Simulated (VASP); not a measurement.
# TaN (Fm-3m) in VASP: a series of runs

The runs below take TaN through single point, with r2SCAN.

All numbers are computed with VASP 6.6.1; they aren't measurements. Logs are shortened: lines on timing, memory, paths and dates and some standing lists are left out, and cuts for length are marked.

### Step 1. The cell of the first run

Symmetry: Fm-3m, No. 225, cubic system. The conventional cell has a = 4.397 Å, b = 4.397 Å, c = 4.397 Å, α = 90.00°, β = 90.00°, γ = 90.00°. Within 2.9 Å of Ta (site symmetry m-3m) lie 6 N at 2.20 Å. N (site symmetry m-3m) has 6 Ta at 2.20 Å within 2.9 Å.

### Step 2. Single point, r2SCAN

The input, POSCAR:

```
TaN
1.0
    2.1982663152      2.1982663152      0.0000000000
   -2.1982663152      2.1982663152      0.0000000000
    0.0000000000      0.0000000000      4.3965326304
Ta N
2 2
Direct
    0.5000000000      0.5000000000      0.0000000000
    0.0000000000      0.0000000000      0.5000000000
    0.0000000000      0.0000000000      0.0000000000
    0.5000000000      0.5000000000      0.5000000000
```

The input, INCAR.step1:

```
ALGO = Normal
EDIFF = 1E-4
ENCUT = 520
GGA = PE
ISMEAR = 0
LASPH = T
LCHARG = F
LREAL = F
LWAVE = T
NBANDS = 24
NELM = 60
PREC = Accurate
SIGMA = 0.1
```

The input, INCAR.step2:

```
ALGO = Normal
EDIFF = 1E-6
ENCUT = 520
ISIF = 2
ISMEAR = 0
ISTART = 1
LASPH = T
LCHARG = T
LELF = T
LMIXTAU = T
LREAL = F
LVHAR = T
LWAVE = F
METAGGA = R2SCAN
NBANDS = 24
NELM = 60
PREC = Accurate
SIGMA = 0.1
```

The input, KPOINTS:

```
k-points
0
Gamma
  16 16 12
```

Potentials or basis: VASP PAW PBE potentials, release 64 (Ta_pv, N).

Run with:

```
> cat potpaw_PBE.64/Ta_pv/POTCAR potpaw_PBE.64/N/POTCAR > POTCAR
> cp INCAR.step1 INCAR
> mpirun -np 1 vasp_std > vasp.out
> cp INCAR.step2 INCAR
> mpirun -np 1 vasp_std > vasp.out
```

OUTCAR:

```text
EDIFF = 1E-6
   ENCUT = 520
   ISIF = 2
   ISMEAR = 0
   ISTART = 1
   LASPH = T
   LREAL = F
   METAGGA = R2SCAN
   NELM = 60
   PREC = Accurate

 ion  position               nearest neighbor table
   1  0.500  0.500  0.000-   3 2.20   4 2.20   4 2.20   3 2.20   3 2.20   3 2.20   2 3.11   2 3.11
                             2 3.11   2 3.11   2 3.11   2 3.11   2 3.11   2 3.11
   2  0.000  0.000  0.500-   3 2.20   4 2.20   3 2.20   4 2.20   4 2.20   4 2.20   1 3.11   1 3.11
                             1 3.11   1 3.11   1 3.11   1 3.11   1 3.11   1 3.11
   3  0.000  0.000  0.000-   1 2.20   2 2.20   2 2.20   1 2.20   1 2.20   1 2.20
   4  0.500  0.500  0.500-   1 2.20   2 2.20   1 2.20   2 2.20   2 2.20   2 2.20

  LATTYP: Found a simple tetragonal cell.
 ALAT       =     3.1088180367
 C/A-ratio  =     1.4142135624

  Lattice vectors:

 A1 = (   2.1982663152,   2.1982663152,   0.0000000000)
 A2 = (  -2.1982663152,   2.1982663152,   0.0000000000)
 A3 = (   0.0000000000,   0.0000000000,   4.3965326304)

Analysis of symmetry for initial positions (statically):
=====================================================================
 Subroutine PRICEL returns following result:

  LATTYP: Found a face centered cubic cell.
 ALAT       =     4.3965326304

  Lattice vectors:

 A1 = (   0.0000000000,  -2.1982663152,  -2.1982663152)
 A2 = (   2.1982663152,   0.0000000000,  -2.1982663152)
 A3 = (   2.1982663152,  -2.1982663152,  -0.0000000000)

   2 primitive cells build up your supercell.

 Routine SETGRP: Setting up the symmetry group for a
 simple tetragonal supercell.

 Subroutine GETGRP returns: Found 16 space group operations
 (whereof 16 operations were pure point group operations)
 out of a pool of 16 trial point group operations.

The static configuration has the point symmetry D_4h.

Analysis of symmetry for dynamics (positions and initial velocities):
=====================================================================
 Subroutine PRICEL returns following result:

  LATTYP: Found a face centered cubic cell.
 ALAT       =     4.3965326304

  Lattice vectors:

 A1 = (   0.0000000000,  -2.1982663152,  -2.1982663152)
 A2 = (   2.1982663152,   0.0000000000,  -2.1982663152)
 A3 = (   2.1982663152,  -2.1982663152,  -0.0000000000)

   2 primitive cells build up your supercell.

 Routine SETGRP: Setting up the symmetry group for a
 simple tetragonal supercell.

 Subroutine GETGRP returns: Found 16 space group operations
 (whereof 16 operations were pure point group operations)
[... 96 lines left out ...]
   ISPIN  =      1    spin polarized calculation?
   LNONCOLLINEAR =      F non collinear calculations
   LSORBIT =      F    spin-orbit coupling
   LASPH  =      T    aspherical Exc in radial PAW
   ENCUT  =  520.0 eV  38.22 Ry    6.18 a.u.   5.78  5.78  8.17*2*pi/ulx,y,z
   NELM   =     60;   NELMIN=  2; NELMDL=  0     # of ELM steps
   EDIFF  = 0.1E-05   stopping-criterion for ELM
   LREAL  =      F    real-space projection
   EDIFFG = 0.1E-04   stopping-criterion for IOM
   NSW    =      0    number of steps for IOM
   IBRION =     -1    ionic relax: 0-MD 1-quasi-New 2-CG
   NFREE  =      0    steps in history (QN), initial steepest desc. (CG)
   ISIF   =      2    stress and relaxation
   ISYM   =      2    0-nonsym 1-usesym 2-fastsym
   POTIM  = 0.5000    time-step for ionic-motion
   TEBEG  =    0.0;   TEEND  =   0.0 temperature during run
   PSTRESS=    0.0 pullay stress
   NELECT =      32.0000    total number of electrons
   NUPDOWN=      -1.0000    fix difference up-down
   EMIN   =  10.00;   EMAX   =-10.00  energy-range for DOS
   EFERMI =   0.00;   METHOD = LEGACY
   ISMEAR =     0;   SIGMA  =   0.10  broadening in eV -4-tet -1-fermi 0-gaus
   EFERMI_NEDOS =   21; number of points for ismear=-14 and -15
   IALGO  =     38    algorithm
   IMIX   =      4    mixing-type and parameters
     AMIX     =   0.40;   BMIX     =  1.00
     AMIX_MAG =   1.60;   BMIX_MAG =  1.00
  volume/ion in A,a.u.               =      10.62        71.69
  Fermi-wavevector in a.u.,A,eV,Ry     =   1.489445  2.814643 30.183803  2.218447
  Thomas-Fermi vector in A             =   2.602353
   LORBIT       =      0    0 simple, 1 ext, 2 COOP (PROOUT), +10 PAW based schemes
   METAGGA = R2SCAN    functional components
   LHFCALC =     F    Hartree Fock is set to
   AEXX    =    0.0000 exact exchange contribution
   IVDW    =     0    specifies the selected vdW correction
   LEPSILON=     F    determine dielectric tensor
   LRPA    =     F    only Hartree local field effects (RPA)
 non-spin polarized calculation
 Gauss-broadening in eV      SIGMA  =   0.10
  energy-cutoff  :      520.00
  volume of cell :       42.49
 maximum number of plane-waves:      1176
 NGX is ok and might be reduce to    24

 number of electron      32.0000004 magnetization

 Free energy of the ion-electron system (eV)
  ---------------------------------------------------
  ext. energy  EPLUGINS =         0.00000000
  ---------------------------------------------------
  free energy    TOTEN  =      -119.25162092 eV

  energy without entropy =     -119.24204329  energy(sigma->0) =     -119.24683211

 E-fermi :   9.6164     XC(G=0): -14.4609

 val. band max:        9.6147441856   @ k =   0.5000   0.1875   0.4167
 cond. band min:       9.6180922133   @ k =   0.4375   0.3125   0.5000
 fundamental gap:      0.0033480277
 Fermi energy:         9.6163608623

 k-point     1 :       0.0000    0.0000    0.0000
  band No.  band energies     occupation
      1     -28.2665      2.00000
      2     -27.8160      2.00000
      3     -27.8160      2.00000
      4     -27.5266      2.00000
      5     -27.5263      2.00000
      6     -27.5263      2.00000
[... 637 lines left out ...]
     23      16.0947      0.00000
     24      16.0947      0.00000

 [... further k-points ...]
[... 5 lines left out ...]
  --------------------------------------------------------------------------------------
  -------------------------------------------------------------------------------------
  Total        0.4856198      0.4856198      0.5369338      0.0000000     -0.0000000      0.0000000
  in kB       18.3107459     18.3107459     20.2455875      0.0000000     -0.0000000      0.0000000
  external PRESSURE =      18.9556931 kB  Pullay stress =       0.0000000 kB

 VOLUME and BASIS-vectors are now :
 -----------------------------------------------------------------------------
  energy-cutoff  :      520.00
  volume of cell :       42.49
      direct lattice vectors                 reciprocal lattice vectors
     2.198266315  2.198266315  0.000000000     0.227451968  0.227451968  0.000000000
    -2.198266315  2.198266315  0.000000000    -0.227451968  0.227451968  0.000000000
     0.000000000  0.000000000  4.396532630     0.000000000  0.000000000  0.227451968

 POSITION                                       TOTAL-FORCE (eV/Angst)
 -----------------------------------------------------------------------------------
      0.00000      2.19827      0.00000         0.000000     -0.000000      0.000000
      0.00000      0.00000      2.19827         0.000000     -0.000000     -0.000000
      0.00000      0.00000      0.00000         0.000000      0.000000     -0.000000
      0.00000      2.19827      2.19827        -0.000000      0.000000     -0.000000
 -----------------------------------------------------------------------------------
    total drift:                                0.000000     -0.000000     -0.000000

  FREE ENERGIE OF THE ION-ELECTRON SYSTEM (eV)
  ---------------------------------------------------
  free  energy   TOTEN  =      -119.2516209178 eV

  energy  without entropy=     -119.2420432930  energy(sigma->0) =     -119.24683211
```

OUTCAR.step1:

```text
EDIFF = 1E-4
   ENCUT = 520
   GGA = PE
   ISMEAR = 0
[... 896 lines left out ...]
      0.00000      2.19827      0.00000         0.000000     -0.000000     -0.000000
      0.00000      0.00000      2.19827         0.000000     -0.000000     -0.000000
      0.00000      0.00000      0.00000        -0.000000     -0.000000     -0.000000
      0.00000      2.19827      2.19827        -0.000000      0.000000      0.000000
 -----------------------------------------------------------------------------------
    total drift:                                0.000000     -0.000000     -0.000000

  FREE ENERGIE OF THE ION-ELECTRON SYSTEM (eV)
  ---------------------------------------------------
  free  energy   TOTEN  =       -43.6427148085 eV

  energy  without entropy=      -43.6328288661  energy(sigma->0) =      -43.63777184
```

Wall time 16 min (1 thread of Intel Xeon 8259CL, shared host); peak memory 0.38 GiB.

Results:

```yaml
Free_energy: -119.2516 eV
Pressure: 1.9 GPa
Band_gap_on_the_k_mesh: zero (band 16 reaches 11.55 eV, above the bottom of band 17 at 7.45 eV)
```

Levels at points of the mesh, in eV from the Fermi level:
| k point | band 12 | band 13 | band 14 | band 15 | band 16 | band 17 | band 18 | band 19 | band 20 | band 21 |
| --- | --- | --- | --- | --- | --- | --- | --- | --- | --- | --- |
| (0.00, 0.00, 0.00) | -5.00 | -4.14 | -4.14 | -4.14 | -2.16 | -2.16 | -2.16 | 0.14 | 0.14 | 1.79 |
| (0.50, 0.00, 0.00) | -7.63 | -7.02 | -7.02 | 0.42 | 0.42 | 0.66 | 0.66 | 1.77 | 1.77 | 3.12 |
| (0.50, 0.50, 0.00) | -5.62 | -5.00 | -5.00 | -5.00 | -5.00 | 2.22 | 2.22 | 3.56 | 3.56 | 3.56 |
| (0.00, 0.00, 0.50) | -5.25 | -5.25 | -5.25 | -4.21 | -4.21 | 1.08 | 1.08 | 1.67 | 1.67 | 1.67 |
| (0.50, 0.00, 0.50) | -8.00 | -8.00 | -8.00 | 1.93 | 1.93 | 1.93 | 1.93 | 2.08 | 2.08 | 4.10 |
| (0.50, 0.50, 0.50) | -7.19 | -7.19 | -7.19 | -0.20 | -0.20 | -0.20 | -0.20 | 3.57 | 3.57 | 4.21 |

Caveat: the PAW data sets were made with another functional, which shifts forces and pressure a little; spin-orbit coupling is left out, which moves the levels of the heavy elements.

### Step 3. Single point, r2SCAN

This run uses another cell than the first one: it holds 2 atoms, not 4.

The input, POSCAR:

```
TaN
1.0
    0.0000000000      2.1790000000      2.1790000000
    2.1790000000      0.0000000000      2.1790000000
    2.1790000000      2.1790000000      0.0000000000
Ta N
1 1
Direct
    0.5000000000      0.5000000000      0.5000000000
    0.0000000000      0.0000000000      0.0000000000
```

The input, INCAR.step1:

```
SYSTEM = TaN
PREC = Accurate ; ENCUT = 660
ISMEAR = 0 ; SIGMA = 0.1
LREAL = .FALSE. ; LASPH = .TRUE.
NELM = 120 ; NBANDS = 16
GGA = PE ; ALGO = Normal
EDIFF = 1E-5 ; LWAVE = .TRUE.
LCHARG = .FALSE. ; GGA_COMPAT = .FALSE.
```

The input, INCAR.step2:

```
SYSTEM = TaN
PREC = Accurate ; ENCUT = 660
EDIFF = 1E-6 ; ISMEAR = 0
SIGMA = 0.1 ; LREAL = .FALSE.
LASPH = .TRUE. ; NELM = 120
ALGO = Normal ; ISIF = 2
LWAVE = .FALSE. ; LCHARG = .FALSE.
METAGGA = R2SCAN ; LMIXTAU = .TRUE.
NBANDS = 16 ; ISTART = 1
GGA_COMPAT = .FALSE.
```

The input, KPOINTS:

```
regular mesh
0
G
  8 8 8
  0 0 0
```

Potentials or basis: VASP PAW PBE potentials, release 64 (Ta_sv_GW, N).

Run with:

```
> cat potpaw_PBE.64/Ta_sv_GW/POTCAR potpaw_PBE.64/N/POTCAR > POTCAR
> cp INCAR.step1 INCAR
> mpirun -np 1 vasp_std > vasp.out
> cp INCAR.step2 INCAR
> mpirun -np 1 vasp_std > vasp.out
```

OUTCAR:

```text
SYSTEM = TaN
   PREC = Accurate
   ENCUT = 660
   EDIFF = 1E-6
   ISMEAR = 0
   LREAL = .FALSE.
   LASPH = .TRUE.
   NELM = 120
   ISIF = 2
   METAGGA = R2SCAN
   ISTART = 1

 ion  position               nearest neighbor table
   1  0.500  0.500  0.500-   2 2.18   2 2.18   2 2.18   2 2.18   2 2.18   2 2.18
   2  0.000  0.000  0.000-   1 2.18   1 2.18   1 2.18   1 2.18   1 2.18   1 2.18

  LATTYP: Found a face centered cubic cell.
 ALAT       =     4.3580000000

  Lattice vectors:

 A1 = (   0.0000000000,   2.1790000000,   2.1790000000)
 A2 = (   2.1790000000,   0.0000000000,   2.1790000000)
 A3 = (   2.1790000000,   2.1790000000,   0.0000000000)

Analysis of symmetry for initial positions (statically):
=====================================================================
 Subroutine PRICEL returns:
 Original cell was already a primitive cell.

 Routine SETGRP: Setting up the symmetry group for a
 face centered cubic supercell.

 Subroutine GETGRP returns: Found 48 space group operations
 (whereof 48 operations were pure point group operations)
 out of a pool of 48 trial point group operations.

The static configuration has the point symmetry O_h .

[... 156 lines left out ...]
  ---------------------------------------------------
  free energy    TOTEN  =       -62.16720363 eV

  energy without entropy =      -62.16469575  energy(sigma->0) =      -62.16594969

 E-fermi :  14.3574     XC(G=0): -14.9376

 val. band max:       14.2710429768   @ k =  -0.1250   0.1250   0.0000
 cond. band min:      14.4799872788   @ k =   0.0000   0.0000   0.0000
 fundamental gap:      0.2089443020
 Fermi energy:        14.3574291231

 k-point     1 :       0.0000    0.0000    0.0000
  band No.  band energies     occupation
      1     -57.3063      2.00000
      2     -22.7773      2.00000
      3     -22.7773      2.00000
      4     -22.7773      2.00000
      5      -5.9236      2.00000
      6      10.0671      2.00000
[... 433 lines left out ...]
      3     -23.1118      2.00000
      4     -22.9500      2.00000
      5      -3.4047      2.00000
      6       4.5269      2.00000
[... 8 lines left out ...]
     15      25.6493      0.00000
     16      28.1063      0.00000

 [... further k-points ...]
[... 5 lines left out ...]
  --------------------------------------------------------------------------------------
  -------------------------------------------------------------------------------------
  Total        1.2909461      1.2909461      1.2909461     -0.0000000     -0.0000000      0.0000000
  in kB       99.9578763     99.9578763     99.9578763     -0.0000000     -0.0000000      0.0000000
  external PRESSURE =      99.9578763 kB  Pullay stress =       0.0000000 kB

 VOLUME and BASIS-vectors are now :
 -----------------------------------------------------------------------------
  energy-cutoff  :      660.00
  volume of cell :       20.69
      direct lattice vectors                 reciprocal lattice vectors
     0.000000000  2.179000000  2.179000000    -0.229463056  0.229463056  0.229463056
     2.179000000  0.000000000  2.179000000     0.229463056 -0.229463056  0.229463056
     2.179000000  2.179000000  0.000000000     0.229463056  0.229463056 -0.229463056

 POSITION                                       TOTAL-FORCE (eV/Angst)
 -----------------------------------------------------------------------------------
      2.17900      2.17900      2.17900         0.000000      0.000000     -0.000000
      0.00000      0.00000      0.00000        -0.000000     -0.000000      0.000000
 -----------------------------------------------------------------------------------
    total drift:                                0.000000      0.000000      0.000000

  FREE ENERGIE OF THE ION-ELECTRON SYSTEM (eV)
  ---------------------------------------------------
  free  energy   TOTEN  =       -62.1672036281 eV

  energy  without entropy=      -62.1646957456  energy(sigma->0) =      -62.16594969
```

OUTCAR.step1:

```text
SYSTEM = TaN
   PREC = Accurate
   ENCUT = 660
   ISMEAR = 0
   LREAL = .FALSE.
   LASPH = .TRUE.
[... 678 lines left out ...]
      2.17900      2.17900      2.17900         0.000000      0.000000      0.000000
      0.00000      0.00000      0.00000        -0.000000     -0.000000     -0.000000
 -----------------------------------------------------------------------------------
    total drift:                                0.000000      0.000000      0.000000

  FREE ENERGIE OF THE ION-ELECTRON SYSTEM (eV)
  ---------------------------------------------------
  free  energy   TOTEN  =       -24.2955125523 eV

  energy  without entropy=      -24.2924615962  energy(sigma->0) =      -24.29398707
```

Wall time 64 s (1 thread of Intel Xeon 6975P-C (Granite Rapids), shared host); peak memory 0.18 GiB.

What came out:

```
Free energy            : -62.1672 eV
Pressure               : 10.0 GPa
Band gap on the k mesh : zero (band 9 reaches 16.32 eV, above the bottom of band 10 at 12.07 eV)
```

Caveat: the PAW data sets were made with another functional, which shifts forces and pressure a little; spin-orbit coupling is left out, which moves the levels of the heavy elements.
